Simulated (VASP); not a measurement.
# BaTiO3 (R3m) in VASP: single point with r2SCANh

Aim: the single point of BaTiO3 with r2SCANh.

Everything below comes from runs of VASP 6.6.1. Logs are shortened: lines on timing, memory, paths and dates and some standing lists are left out, and cuts for length are marked.

**1. The cell of the first run**

Symmetry: R3m, No. 160, trigonal system. Conventional cell: a = 5.680 Å, b = 5.680 Å, c = 6.994 Å, α = 90.00°, β = 90.00°, γ = 120.00°. Ba (site symmetry 3m) has 12 O at 2.78 to 2.93 Å and 8 Ti at 3.40 to 3.59 Å within 3.7 Å. Ti (site symmetry 3m) has 6 O at 1.87 to 2.16 Å within 2.5 Å. O (site symmetry m) has 2 Ti at 1.87 to 2.16 Å within 2.5 Å.

**2. Single point, r2SCANh**

POSCAR

```
BaTiO3
1.0
    2.8399983238      1.6396737967      2.3313532780
   -2.8399983238      1.6396737967      2.3313532780
    0.0000000000     -3.2793475935      2.3313532780
Ba Ti O
1 1 3
Direct
   -0.0032057868     -0.0032057868     -0.0032057868
    0.4833346606      0.4833346606      0.4833346606
    0.5098255476      0.5098255476      0.0194200310
    0.0194200310      0.5098255476      0.5098255476
    0.5098255476      0.0194200310      0.5098255476
```

INCAR.step1

```
SYSTEM = BaTiO3
PREC     = Accurate       ! precision mode
ENCUT    = 520            ! plane-wave cutoff, eV
EDIFF    = 1E-5           ! SCF threshold, eV
ISMEAR   = 0              ! smearing method
SIGMA    = 0.01           ! smearing width, eV
LREAL    = .False.        ! projectors in reciprocal space
LASPH    = .True.         ! aspherical terms in the spheres
NELM     = 100            ! most SCF steps
ALGO     = Normal         ! electronic algorithm
ISIF     = 2              ! what is computed and relaxed
LWAVE    = .True.         ! write WAVECAR
LCHARG   = .False.        ! write CHGCAR
NBANDS   = 28             ! bands
GGA      = PE             ! functional
```

INCAR.step2

```
SYSTEM = BaTiO3
PREC     = Accurate       ! precision mode
ENCUT    = 520            ! plane-wave cutoff, eV
EDIFF    = 1E-6           ! SCF threshold, eV
ISMEAR   = 0              ! smearing method
SIGMA    = 0.01           ! smearing width, eV
LREAL    = .False.        ! projectors in reciprocal space
LASPH    = .True.         ! aspherical terms in the spheres
NELM     = 100            ! most SCF steps
ALGO     = Normal         ! electronic algorithm
ISIF     = 2              ! what is computed and relaxed
LWAVE    = .False.        ! write WAVECAR
LCHARG   = .False.        ! write CHGCAR
METAGGA  = R2SCAN         ! meta-GGA
LHFCALC  = .True.         ! exact exchange
AEXX     = 0.1            ! exact-exchange fraction
LMIXTAU  = .True.       
PRECFOCK = Fast         
NBANDS   = 28             ! bands
ISTART   = 1
```

KPOINTS

```
regular mesh
0
Gamma
  4 4 4
  0 0 0
```

Potentials or basis: VASP PAW PBE potentials, release 64 (Ba_sv, Ti_sv, O).

The run is started by

```
$ cat potpaw_PBE.64/Ba_sv/POTCAR potpaw_PBE.64/Ti_sv/POTCAR potpaw_PBE.64/O/POTCAR > POTCAR
$ cp INCAR.step1 INCAR
$ mpirun -np 1 vasp_std > vasp.out
$ cp INCAR.step2 INCAR
$ mpirun -np 1 vasp_std > vasp.out
```

OUTCAR:

```text
SYSTEM = BaTiO3
   PREC = Accurate
   ENCUT = 520
   EDIFF = 1E-6
   ISMEAR = 0
   LREAL = .False.
   LASPH = .True.
   NELM = 100
   ISIF = 2
   METAGGA = R2SCAN
   LHFCALC = .True.
   AEXX = 0.1
   PRECFOCK = Fast
   ISTART = 1

 ion  position               nearest neighbor table
   1  0.997  0.997  0.997-   3 2.78   4 2.78   5 2.78   4 2.84   5 2.84   5 2.84   4 2.84   3 2.84
                             3 2.84   3 2.93   4 2.93   5 2.93   2 3.40   2 3.45   2 3.45   2 3.45
   2  0.483  0.483  0.483-   4 1.87   5 1.87   3 1.87   5 2.16   4 2.16   3 2.16   1 3.40   1 3.45
                             1 3.45   1 3.45   1 3.51   1 3.51   1 3.51   1 3.59
   3  0.510  0.510  0.019-   2 1.87   2 2.16   1 2.78   1 2.84   1 2.84   1 2.93
   4  0.019  0.510  0.510-   2 1.87   2 2.16   1 2.78   1 2.84   1 2.84   1 2.93
   5  0.510  0.019  0.510-   2 1.87   2 2.16   1 2.78   1 2.84   1 2.84   1 2.93

  LATTYP: Found a trigonal (rhomboedric) cell.
 ALAT       =     4.0235964939
 COS(alpha) =     0.0035917355

  Lattice vectors:

 A1 = (   2.8399983238,   1.6396737967,   2.3313532780)
 A2 = (  -2.8399983238,   1.6396737967,   2.3313532780)
 A3 = (   0.0000000000,  -3.2793475935,   2.3313532780)

Analysis of symmetry for initial positions (statically):
=====================================================================
 Subroutine PRICEL returns:
 Original cell was already a primitive cell.

 Routine SETGRP: Setting up the symmetry group for a
 trigonal (rhombohedral) supercell.

 Subroutine GETGRP returns: Found  6 space group operations
 (whereof  6 operations were pure point group operations)
 out of a pool of 12 trial point group operations.

The static configuration has the point symmetry C_3v.

Analysis of symmetry for dynamics (positions and initial velocities):
=====================================================================
 Subroutine PRICEL returns:
 Original cell was already a primitive cell.

 Routine SETGRP: Setting up the symmetry group for a
 trigonal (rhombohedral) supercell.

 Subroutine GETGRP returns: Found  6 space group operations
 (whereof  6 operations were pure point group operations)
 out of a pool of 12 trial point group operations.

The dynamic configuration has the point symmetry C_3v.

 Subroutine INISYM returns: Found  6 space group operations
 (whereof  6 operations are pure point group operations),
 and found     1 'primitive' translations

----------------------------------------------------------------------------------------

[... 97 lines left out ...]
   NELECT =      40.0000    total number of electrons
   NUPDOWN=      -1.0000    fix difference up-down
   EMIN   =  10.00;   EMAX   =-10.00  energy-range for DOS
   EFERMI =   0.00;   METHOD = LEGACY
   ISMEAR =     0;   SIGMA  =   0.01  broadening in eV -4-tet -1-fermi 0-gaus
   EFERMI_NEDOS =   21; number of points for ismear=-14 and -15
   IALGO  =     38    algorithm
   IMIX   =      1    mixing-type and parameters
     AMIX     =   0.40;   BMIX     =  1.00
     AMIX_MAG =   1.60;   BMIX_MAG =  1.00
  volume/ion in A,a.u.               =      13.03        87.91
  Fermi-wavevector in a.u.,A,eV,Ry     =   1.391500  2.629554 26.344582  1.936272
  Thomas-Fermi vector in A             =   2.515333
   LORBIT       =      0    0 simple, 1 ext, 2 COOP (PROOUT), +10 PAW based schemes
   METAGGA = R2SCAN    functional components
   LHFCALC =     T    Hartree Fock is set to
   PRECFOCK=fast      Normal, Fast or Accurate (Low or Medium for compatibility)
   ENCUT4O =  -1.0   cutoff for four orbital integrals eV
   NKREDX  =     1    reduce k-point grid by
   NKREDY  =     1    reduce k-point grid by
   NKREDZ  =     1    reduce k-point grid by
   AEXX    =    0.1000 exact exchange contribution
   HFSCREEN=    0.0000 screening length (either q_TF or 0.3 A-1)
   HFSCREENC=   0.0000 screening length for correlation (either q_TF or 0.3 A-1)
   ENCUTFOCK=  -1.0 apply spherical cutoff to Coloumb kernel
   IVDW    =     0    specifies the selected vdW correction
   LEPSILON=     F    determine dielectric tensor
   LRPA    =     F    only Hartree local field effects (RPA)
 non-spin polarized calculation
 Gauss-broadening in eV      SIGMA  =   0.01
  energy-cutoff  :      520.00
  volume of cell :       65.14
 maximum number of plane-waves:      1769
 NGX is ok and might be reduce to    30
  NGX = 16; NGY = 16; NGZ = 16

 number of electron      40.0000008 magnetization

 Free energy of the ion-electron system (eV)
  ---------------------------------------------------
  ext. energy  EPLUGINS =         0.00000000
  ---------------------------------------------------
  free energy    TOTEN  =       -75.37317656 eV

  energy without entropy =      -75.37317656  energy(sigma->0) =      -75.37317656

 E-fermi :   2.9412     XC(G=0): -10.7655

 val. band max:        2.8083692038   @ k =   0.5000   0.5000   0.5000
 cond. band min:       6.4969189603   @ k =   0.0000   0.0000   0.0000
 fundamental gap:      3.6885497565
 Fermi energy:         2.9411979542

 k-point     1 :       0.0000    0.0000    0.0000
  band No.  band energies     occupation
      1     -57.1581      2.00000
      2     -31.8344      2.00000
      3     -31.8344      2.00000
      4     -31.8296      2.00000
      5     -23.1236      2.00000
      6     -15.4572      2.00000
[... 392 lines left out ...]
     27      12.3035      0.00000
     28      12.3035      0.00000

------------------------ aborting loop because EDIFF is reached ----------------------------------------

  FORCE on cell =-STRESS in cart. coord.  units (eV):
  Direction    XX          YY          ZZ          XY          YZ          ZX
  --------------------------------------------------------------------------------------
  -------------------------------------------------------------------------------------
  Total        0.1374304      0.1374304      0.1518661      0.0000000     -0.0000000      0.0000000
  in kB        3.3803249      3.3803249      3.7353943      0.0000000     -0.0000000      0.0000000
  external PRESSURE =       3.4986814 kB  Pullay stress =       0.0000000 kB

 VOLUME and BASIS-vectors are now :
 -----------------------------------------------------------------------------
  energy-cutoff  :      520.00
  volume of cell :       65.14
      direct lattice vectors                 reciprocal lattice vectors
     2.839998324  1.639673797  2.331353278     0.176056442  0.101646234  0.142978474
    -2.839998324  1.639673797  2.331353278    -0.176056442  0.101646234  0.142978474
     0.000000000 -3.279347593  2.331353278     0.000000000 -0.203292468  0.142978474

 POSITION                                       TOTAL-FORCE (eV/Angst)
 -----------------------------------------------------------------------------------
      0.00000     -0.00000      6.97164         0.000000     -0.000000      0.027307
      0.00000     -0.00000      3.38047         0.000000     -0.000000      0.007359
      0.00000      1.60821      2.42244         0.000000     -0.012697     -0.011555
     -1.39275     -0.80411      2.42244         0.010996      0.006348     -0.011555
      1.39275     -0.80411      2.42244        -0.010996      0.006348     -0.011555
 -----------------------------------------------------------------------------------
    total drift:                               -0.000008     -0.000026     -0.017132

  FREE ENERGIE OF THE ION-ELECTRON SYSTEM (eV)
  ---------------------------------------------------
  free  energy   TOTEN  =       -75.3731765628 eV

  energy  without entropy=      -75.3731765628  energy(sigma->0) =      -75.37317656
```

OUTCAR.step1:

```text
SYSTEM = BaTiO3
   PREC = Accurate
   ENCUT = 520
   EDIFF = 1E-5
   ISMEAR = 0
   LREAL = .False.
[... 626 lines left out ...]
      0.00000      1.60821      2.42244         0.000000      0.122304     -0.030441
     -1.39275     -0.80411      2.42244        -0.105919     -0.061152     -0.030441
      1.39275     -0.80411      2.42244         0.105919     -0.061152     -0.030441
 -----------------------------------------------------------------------------------
    total drift:                                0.000000      0.000001     -0.000347

  FREE ENERGIE OF THE ION-ELECTRON SYSTEM (eV)
  ---------------------------------------------------
  free  energy   TOTEN  =       -40.0209524596 eV

  energy  without entropy=      -40.0209524596  energy(sigma->0) =      -40.02095246
```

OSZICAR.step1:

```text
N       E                     dE             d eps       ncg     rms          rms(c)
DAV:   1     0.443772407637E+03    0.44377E+03   -0.20982E+04   728   0.155E+03
DAV:   2    -0.412674525419E+01   -0.44790E+03   -0.42681E+03   852   0.428E+02
DAV:   3    -0.485017494466E+02   -0.44375E+02   -0.44032E+02  1008   0.135E+02
DAV:   4    -0.505409692517E+02   -0.20392E+01   -0.20349E+01  1072   0.245E+01
DAV:   5    -0.506022413997E+02   -0.61272E-01   -0.61260E-01  1024   0.336E+00    0.237E+01
DAV:   6    -0.402013894903E+02    0.10401E+02   -0.57193E+01  1116   0.681E+01    0.102E+01
DAV:   7    -0.401972822316E+02    0.41073E-02   -0.11536E+01  1000   0.249E+01    0.721E+00
DAV:   8    -0.400129758414E+02    0.18431E+00   -0.63260E-01   900   0.741E+00    0.363E+00
DAV:   9    -0.400468104389E+02   -0.33835E-01   -0.34900E-01  1060   0.518E+00    0.157E+00
DAV:  10    -0.400249287731E+02    0.21882E-01   -0.16601E-01   896   0.422E+00    0.559E-01
DAV:  11    -0.400210184827E+02    0.39103E-02   -0.20195E-02   964   0.919E-01    0.151E-01
DAV:  12    -0.400212049305E+02   -0.18645E-03   -0.28263E-03   976   0.497E-01    0.146E-01
DAV:  13    -0.400209553521E+02    0.24958E-03   -0.11800E-03   896   0.361E-01    0.238E-02
DAV:  14    -0.400209524596E+02    0.28924E-05   -0.47517E-05   852   0.580E-02
   1 F= -.40020952E+02 E0= -.40020952E+02  d E =-.128364E-35
```

Wall time 7.3 min (1 thread of Intel Xeon 6975P-C (Granite Rapids), shared host); peak memory 0.19 GiB.

Results:

```yaml
Free_energy: -75.3732 eV
Pressure: 0.3 GPa
Largest_force: 0.027 eV/Å
Band_gap_on_the_k_mesh: 3.69 eV, indirect (least direct gap 4.15 eV)
```

Forces in eV/Å, atoms in the order of the input:
```
Ba   0.000  0.000  0.027
Ti   0.000  0.000  0.007
O    0.000 -0.013 -0.012
O    0.011  0.006 -0.012
O   -0.011  0.006 -0.012
```

Levels at points of the mesh, in eV from the valence-band top:
```tsv
k point	band 17	band 18	band 19	band 20	band 21	band 22	band 23	band 24
(0.00, 0.00, 0.00)	-1.10	-0.57	-0.46	-0.46	3.69	3.69	3.83	5.65
(0.50, 0.00, 0.00)	-1.72	-1.62	-1.03	-0.91	3.86	5.06	5.18	5.61
(0.50, 0.50, 0.00)	-1.73	-0.93	-0.88	-0.09	5.15	5.15	5.53	6.23
(0.50, 0.50, 0.50)	-2.41	-0.02	-0.02	0.00	5.62	5.80	5.80	8.05
```

Caveat: the PAW data sets were made with another functional, which shifts forces and pressure a little; spin-orbit coupling is left out, which moves the levels of the heavy elements. A k mesh can miss the band edges.
